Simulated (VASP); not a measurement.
# Li2Se (Fm-3m) in VASP: a series of runs

The runs below take Li2Se through relaxation of cell and atoms, single point, with r2SCAN, PBE.

Everything below comes from runs of VASP 6.6.1. Logs are shortened: lines on timing, memory, paths and dates and some standing lists are left out, and cuts for length are marked.

### Step 1. The cell of the first run

The structure is cubic, space group Fm-3m (No. 225). The conventional cell has a = 6.007 Å, b = 6.007 Å, c = 6.007 Å, α = 90.00°, β = 90.00°, γ = 90.00°. Within 3.4 Å of Se (site symmetry m-3m) lie 8 Li at 2.60 Å. Within 3.4 Å of Li (site symmetry -43m) lie 4 Se at 2.60 Å and 6 Li at 3.00 Å.

### Step 2. Relaxation of cell and atoms, r2SCAN

The input, POSCAR:

```
Li2Se
1.0
    0.0000000000      3.0034325832      3.0034325832
    3.0034325832      0.0000000000      3.0034325832
    3.0034325832      3.0034325832      0.0000000000
Se Li
1 2
Direct
    0.0000000000      0.0000000000      0.0000000000
    0.2500000000      0.2500000000      0.2500000000
    0.7500000000      0.7500000000      0.7500000000
```

The input, INCAR.step1:

```
SYSTEM = Li2Se
ALGO = Normal
EDIFF = 1E-5
EDIFFG = -0.005
ENCUT = 830
GGA = PE
GGA_COMPAT = .FALSE.
IBRION = 2
ISIF = 3
ISMEAR = -1
LASPH = .TRUE.
LCHARG = .FALSE.
LREAL = .FALSE.
LWAVE = .TRUE.
NELM = 120
NELMIN = 4
NSW = 100
PREC = Accurate
SIGMA = 0.02
```

The input, INCAR.step2:

```
SYSTEM = Li2Se
ALGO = Normal
EDIFF = 1E-7
EDIFFG = -0.005
ENCUT = 830
GGA_COMPAT = .FALSE.
IBRION = 2
ISIF = 3
ISMEAR = -1
ISTART = 1
LASPH = .TRUE.
LCHARG = .FALSE.
LMIXTAU = .TRUE.
LREAL = .FALSE.
LWAVE = .FALSE.
METAGGA = R2SCAN
NELM = 120
NELMIN = 4
NSW = 80
PREC = Accurate
SIGMA = 0.02
```

The input, KPOINTS:

```
k-points
0
G
  6 6 6
  0 0 0
```

Potentials or basis: VASP PAW PBE potentials, release 64 (Se, Li_sv).

The run is started by

```bash
$ cat potpaw_PBE.64/Se/POTCAR potpaw_PBE.64/Li_sv/POTCAR > POTCAR
$ cp INCAR.step1 INCAR
$ mpirun -np 1 vasp_std > vasp.out
$ cp INCAR.step2 INCAR
$ mpirun -np 1 vasp_std > vasp.out
```

OUTCAR:

```text
SYSTEM = Li2Se
   EDIFF = 1E-7
   EDIFFG = -0.005
   ENCUT = 830
   IBRION = 2
   ISIF = 3
   ISMEAR = -1
   ISTART = 1
   LASPH = .TRUE.
   LREAL = .FALSE.
   METAGGA = R2SCAN
   NELM = 120
   NELMIN = 4
   NSW = 80
   PREC = Accurate

 ion  position               nearest neighbor table
   1  0.000  0.000  0.000-   3 2.60   3 2.60   3 2.60   2 2.60   2 2.60   2 2.60   3 2.60   2 2.60

   2  0.250  0.250  0.250-   1 2.60   1 2.60   1 2.60   1 2.60
   3  0.750  0.750  0.750-   1 2.60   1 2.60   1 2.60   1 2.60

  LATTYP: Found a face centered cubic cell.
 ALAT       =     6.0068651664

  Lattice vectors:

 A1 = (   0.0000000000,   3.0034325832,   3.0034325832)
 A2 = (   3.0034325832,   0.0000000000,   3.0034325832)
 A3 = (   3.0034325832,   3.0034325832,   0.0000000000)

Analysis of symmetry for initial positions (statically):
=====================================================================
 Subroutine PRICEL returns:
 Original cell was already a primitive cell.

 Routine SETGRP: Setting up the symmetry group for a
 face centered cubic supercell.

 Subroutine GETGRP returns: Found 48 space group operations
 (whereof 48 operations were pure point group operations)
 out of a pool of 48 trial point group operations.

The static configuration has the point symmetry O_h .

Analysis of symmetry for dynamics (positions and initial velocities):
=====================================================================
 Subroutine PRICEL returns:
 Original cell was already a primitive cell.

 Routine SETGRP: Setting up the symmetry group for a
 face centered cubic supercell.

 Subroutine GETGRP returns: Found 48 space group operations
 (whereof 48 operations were pure point group operations)
 out of a pool of 48 trial point group operations.

The dynamic configuration has the point symmetry O_h .

 Subroutine INISYM returns: Found 48 space group operations
 (whereof 48 operations are pure point group operations),
 and found     1 'primitive' translations

----------------------------------------------------------------------------------------

                                     Primitive cell

  volume of cell :      54.1856

  direct lattice vectors                    reciprocal lattice vectors
     0.000000000  3.003432583  3.003432583    -0.166476186  0.166476186  0.166476186
     3.003432583  0.000000000  3.003432583     0.166476186 -0.166476186  0.166476186
     3.003432583  3.003432583  0.000000000     0.166476186  0.166476186 -0.166476186

  length of vectors
     4.247495093  4.247495093  4.247495093     0.288345212  0.288345212  0.288345212

  position of ions in fractional coordinates (direct lattice)
     0.000000000  0.000000000  0.000000000
     0.250000000  0.250000000  0.250000000
     0.750000000  0.750000000  0.750000000

  ion indices of the primitive-cell ions
   primitive index   ion index
                 1           1
                 2           2
                 3           3

----------------------------------------------------------------------------------------

 KPOINTS: k-points

Automatic generation of k-mesh.
 Grid dimensions read from file:
 generate k-points for:    6    6    6

 Generating k-lattice:

  Cartesian coordinates                     Fractional coordinates (reciprocal lattice)
    -0.027746031  0.027746031  0.027746031     0.166666667  0.000000000  0.000000000
     0.027746031 -0.027746031  0.027746031     0.000000000  0.166666667  0.000000000
     0.027746031  0.027746031 -0.027746031     0.000000000  0.000000000  0.166666667

  Length of vectors
     0.048057535  0.048057535  0.048057535

  Shift w.r.t. Gamma in fractional coordinates (k-lattice)
     0.000000000  0.000000000  0.000000000

 Subroutine IBZKPT returns following result:
 ===========================================

 Found     16 irreducible k-points:

 Following reciprocal coordinates:
            Coordinates               Weight
  0.000000  0.000000  0.000000      1.000000
  0.166667  0.000000  0.000000      8.000000
  0.333333  0.000000  0.000000      8.000000
  0.500000  0.000000  0.000000      4.000000
  0.166667  0.166667  0.000000      6.000000
  0.333333  0.166667  0.000000     24.000000
[... 8 lines left out ...]
 -0.333333  0.333333  0.166667     24.000000
 -0.333333  0.500000  0.166667     12.000000
   k-points           NKPTS =     16   k-points in BZ     NKDIM =     16   number of bands    NBANDS=     10
   number of dos      NEDOS =    301   number of ions     NIONS =      3
   total plane-waves  NPLWV =  64000
   dimension x,y,z NGX =    40 NGY =   40 NGZ =   40
   dimension x,y,z NGXF=    80 NGYF=   80 NGZF=   80
   ions per type =               1   2
   NGX,Y,Z   is equivalent  to a cutoff of  15.66, 15.66, 15.66 a.u.
   NGXF,Y,Z  is equivalent  to a cutoff of  31.31, 31.31, 31.31 a.u.
 SYSTEM =  Li2Se
   PREC   = accura    normal or accurate (medium, high low for compatibility)
   ISTART =      1    job   : 0-new  1-cont  2-samecut
   ICHARG =      0    charge: 1-file 2-atom 10-const
   ISPIN  =      1    spin polarized calculation?
   LNONCOLLINEAR =      F non collinear calculations
   LSORBIT =      F    spin-orbit coupling
   LASPH  =      T    aspherical Exc in radial PAW
   ENCUT  =  830.0 eV  61.00 Ry    7.81 a.u.   9.98  9.98  9.98*2*pi/ulx,y,z
   NELM   =    120;   NELMIN=  4; NELMDL=  0     # of ELM steps
   EDIFF  = 0.1E-06   stopping-criterion for ELM
   LREAL  =      F    real-space projection
   EDIFFG = -.5E-02   stopping-criterion for IOM
   NSW    =     80    number of steps for IOM
   IBRION =      2    ionic relax: 0-MD 1-quasi-New 2-CG
   NFREE  =      1    steps in history (QN), initial steepest desc. (CG)
   ISIF   =      3    stress and relaxation
   ISYM   =      2    0-nonsym 1-usesym 2-fastsym
   POTIM  = 0.5000    time-step for ionic-motion
   TEBEG  =    0.0;   TEEND  =   0.0 temperature during run
   PSTRESS=    0.0 pullay stress
   NELECT =      12.0000    total number of electrons
   NUPDOWN=      -1.0000    fix difference up-down
   EMIN   =  10.00;   EMAX   =-10.00  energy-range for DOS
   EFERMI =   0.00;   METHOD = LEGACY
   ISMEAR =    -1;   SIGMA  =   0.02  broadening in eV -4-tet -1-fermi 0-gaus
   EFERMI_NEDOS =   21; number of points for ismear=-14 and -15
   IALGO  =     38    algorithm
   IMIX   =      4    mixing-type and parameters
     AMIX     =   0.40;   BMIX     =  1.00
     AMIX_MAG =   1.60;   BMIX_MAG =  1.00
  volume/ion in A,a.u.               =      18.06       121.89
  Fermi-wavevector in a.u.,A,eV,Ry     =   0.990469  1.871714 13.347696  0.981028
  Thomas-Fermi vector in A             =   2.122141
   LORBIT       =      0    0 simple, 1 ext, 2 COOP (PROOUT), +10 PAW based schemes
   METAGGA = R2SCAN    functional components
   LHFCALC =     F    Hartree Fock is set to
   AEXX    =    0.0000 exact exchange contribution
   IVDW    =     0    specifies the selected vdW correction
   LEPSILON=     F    determine dielectric tensor
   LRPA    =     F    only Hartree local field effects (RPA)
 conjugate gradient relaxation of ions
 non-spin polarized calculation
  energy-cutoff  :      830.00
  volume of cell :       54.19
 maximum number of plane-waves:      2956
   NGX = 19   NGY = 19   NGZ = 19

--------------------------------------- Ionic step        1  -------------------------------------------

 number of electron      12.0000004 magnetization

 Free energy of the ion-electron system (eV)
  ---------------------------------------------------
  ext. energy  EPLUGINS =         0.00000000
  ---------------------------------------------------
  free energy    TOTEN  =       -23.43794289 eV

  energy without entropy =      -23.43794289  energy(sigma->0) =      -23.43794289

------------------------ aborting loop because EDIFF is reached ----------------------------------------

  FORCE on cell =-STRESS in cart. coord.  units (eV):
  Direction    XX          YY          ZZ          XY          YZ          ZX
  --------------------------------------------------------------------------------------
  -------------------------------------------------------------------------------------
  Total       -0.1747969     -0.1747969     -0.1747969      0.0000000      0.0000000      0.0000000
  in kB       -5.1684529     -5.1684529     -5.1684529      0.0000000      0.0000000      0.0000000
  external PRESSURE =      -5.1684529 kB  Pullay stress =       0.0000000 kB

 VOLUME and BASIS-vectors are now :
 -----------------------------------------------------------------------------
  energy-cutoff  :      830.00
  volume of cell :       54.19
      direct lattice vectors                 reciprocal lattice vectors
     0.000000000  3.003432583  3.003432583    -0.166476186  0.166476186  0.166476186
     3.003432583  0.000000000  3.003432583     0.166476186 -0.166476186  0.166476186
     3.003432583  3.003432583  0.000000000     0.166476186  0.166476186 -0.166476186
[... 112 lines left out ...]
 POSITION                                       TOTAL-FORCE (eV/Angst)
 -----------------------------------------------------------------------------------
      0.00000      2.98436      2.98436         0.000000     -0.000000     -0.000000
      1.49218      1.49218      1.49218        -0.000000     -0.000000     -0.000000
      4.47654      4.47654      4.47654         0.000000      0.000000      0.000000
 -----------------------------------------------------------------------------------
    total drift:                               -0.000000     -0.000000      0.000000

  FREE ENERGIE OF THE ION-ELECTRON SYSTEM (eV)
  ---------------------------------------------------
  free  energy   TOTEN  =       -23.4391038652 eV

  energy  without entropy=      -23.4391038652  energy(sigma->0) =      -23.43910387

--------------------------------------- Ionic step        5  -------------------------------------------

 number of electron      12.0000002 magnetization

 Free energy of the ion-electron system (eV)
  ---------------------------------------------------
  ext. energy  EPLUGINS =         0.00000000
  ---------------------------------------------------
  free energy    TOTEN  =       -23.43924952 eV

  energy without entropy =      -23.43924952  energy(sigma->0) =      -23.43924952

 E-fermi :   1.3546     XC(G=0):  -8.6702

 val. band max:        0.7755488857   @ k =   0.0000   0.0000   0.0000
 cond. band min:       4.2300911810   @ k =   0.5000   0.5000   0.0000
 fundamental gap:      3.4545422953
 Fermi energy:         1.3546213578

 k-point     1 :       0.0000    0.0000    0.0000
  band No.  band energies     occupation
      1     -45.3613      2.00000
      2     -45.3371      2.00000
      3     -11.0285      2.00000
      4       0.7755      2.00000
      5       0.7755      2.00000
      6       0.7755      2.00000
      7       4.9701      0.00000
      8       7.0885      0.00000
      9       7.0885      0.00000
     10       7.0885      0.00000

 k-point     2 :       0.1667    0.0000    0.0000
  band No.  band energies     occupation
      1     -45.3595      2.00000
      2     -45.3386      2.00000
      3     -10.9397      2.00000
      4      -0.2230      2.00000
      5       0.6223      2.00000
      6       0.6223      2.00000
      7       5.6793      0.00000
      8       7.4644      0.00000
      9       7.4644      0.00000
     10       7.7621      0.00000
[... 202 lines left out ...]
 POSITION                                       TOTAL-FORCE (eV/Angst)
 -----------------------------------------------------------------------------------
      0.00000      0.00000      0.00000         0.000000      0.000000     -0.000000
      1.49477      1.49477      1.49477        -0.000000     -0.000000     -0.000000
      4.48432      4.48432      4.48432         0.000000      0.000000      0.000000
 -----------------------------------------------------------------------------------
    total drift:                                0.000000     -0.000000      0.000000

  FREE ENERGIE OF THE ION-ELECTRON SYSTEM (eV)
  ---------------------------------------------------
  free  energy   TOTEN  =       -23.4392495229 eV

  energy  without entropy=      -23.4392495229  energy(sigma->0) =      -23.43924952

 reached required accuracy - stopping structural energy minimisation
```

Wall time 3.7 min (1 thread of AMD EPYC 9R45 (Zen 5), shared host); peak memory 0.23 GiB.

Results:

```yaml
Free_energy: -23.4392 eV
Relaxed_volume: 17.81 Å³/atom
Relaxed_cell: a = 4.228 Å, b = 4.228 Å, c = 4.228 Å, α = 60.00°, β = 60.00°, γ = 60.00°
Space_group_after_relaxing_to_0.1_Å: Fm-3m (No. 225)
Energy_gained_by_relaxing: 0.4 meV/atom
Ionic_steps: 5
Pressure_after_relaxing: 0.0 GPa
Band_gap_on_the_k_mesh: 3.45 eV (least direct gap 4.19 eV)
```

The path:
```tsv
step	energy change (eV)	largest force (eV/Å)	pressure (GPa)	volume (Å³)
1	0.0000	0.0000	-0.52	54.19
2	-0.0011	0.0000	-0.21	53.73
3	-0.0013	0.0000	-0.07	53.54
4	-0.0012	0.0000	0.20	53.16
5	-0.0013	0.0000	0.00	53.44
```

Final structure:
```cif
data_structure
_symmetry_space_group_name_H-M 'P 1'
_symmetry_Int_Tables_number 1
_cell_length_a 4.2279
_cell_length_b 4.2279
_cell_length_c 4.2279
_cell_angle_alpha 60.000
_cell_angle_beta 60.000
_cell_angle_gamma 60.000
_cell_volume 53.44
loop_
_atom_site_label
_atom_site_type_symbol
_atom_site_fract_x
_atom_site_fract_y
_atom_site_fract_z
_atom_site_occupancy
Se1 Se 0.00000 0.00000 0.00000 1
Li1 Li 0.25000 0.25000 0.25000 1
Li2 Li 0.75000 0.75000 0.75000 1
```

Levels at points of the mesh, in eV from the valence-band top:
```
           k point  band 2  band 3  band 4  band 5  band 6  band 7  band 8  band 9  band 10
(0.00, 0.00, 0.00)  -46.11  -11.80    0.00    0.00    0.00    4.19    6.31    6.31     6.31
(0.50, 0.00, 0.00)  -46.12  -11.42   -2.93   -0.53   -0.53    6.00    6.60    6.60     8.66
(0.50, 0.50, 0.00)  -46.12  -11.30   -2.28   -1.46   -1.46    3.45    7.01   11.40    11.40
```

Caveat: the structure was generated, so it needn't be the stable form of Li2Se; the PAW data sets were made with another functional, which shifts forces and pressure a little. A k mesh can miss the band edges.

### Step 3. Single point, PBE, non-collinear spin, zero start, spin-orbit coupling

This run uses another cell than the first one, of 17.88 Å³/atom.

The input, INCAR:

```
PREC     = Accurate       # precision mode
ENCUT    = 750            # plane-wave cutoff, eV
EDIFF    = 1E-6           # SCF threshold, eV
ISMEAR   = 0              # smearing method
SIGMA    = 0.01           # smearing width, eV
LREAL    = False          # projectors in reciprocal space
LASPH    = True           # aspherical terms in the spheres
NELM     = 200            # most SCF steps
ALGO     = Normal         # electronic algorithm
ISIF     = 2              # what is computed and relaxed
LWAVE    = False          # write WAVECAR
LCHARG   = False          # write CHGCAR
MAGMOM   = 0 0 0 0 0 0 0 0 0 # initial moments
LORBIT   = 11             # projections on sites
LSORBIT  = True           # spin-orbit coupling
GGA_COMPAT= False        
LORBMOM  = True         
GGA      = PE             # functional
NBANDS   = 25             # bands
```

The input, KPOINTS:

```
regular mesh
0
Gamma
  8 8 8
```

The input, POSCAR:

```
Li2Se
1.0
    0.0000000000      2.9935209417      2.9935209417
    2.9935209417      0.0000000000      2.9935209417
    2.9935209417      2.9935209417      0.0000000000
Se Li
1 2
Direct
    0.0000000000      0.0000000000      0.0000000000
    0.2500000000      0.2500000000      0.2500000000
    0.7500000000      0.7500000000      0.7500000000
```

Potentials or basis: VASP PAW PBE potentials, release 64 (Se, Li_sv).

The run is started by

```bash
$ cat potpaw_PBE.64/Se/POTCAR potpaw_PBE.64/Li_sv/POTCAR > POTCAR
$ mpirun -np 1 vasp_ncl > vasp.out
```

Run time: 1.7 min. Hardware: 1 thread of AMD EPYC 9R45 (Zen 5), shared host; peak memory 0.48 GiB.

It converged, with:

```
Free energy                                           : -11.1476 eV
Pressure                                              : 0.3 GPa
Net moment                                            : 0.00 μB per cell
Valence electrons inside the program's atomic spheres : Se 3.93; Li 2.07
```

Moments on the atoms (μB; x, y, z):
```
Se  0.00 0.00 0.00
Li  0.00 0.00 0.00
Li  0.00 0.00 0.00
```

Caveat: the structure was generated, so it needn't be the stable form of Li2Se.
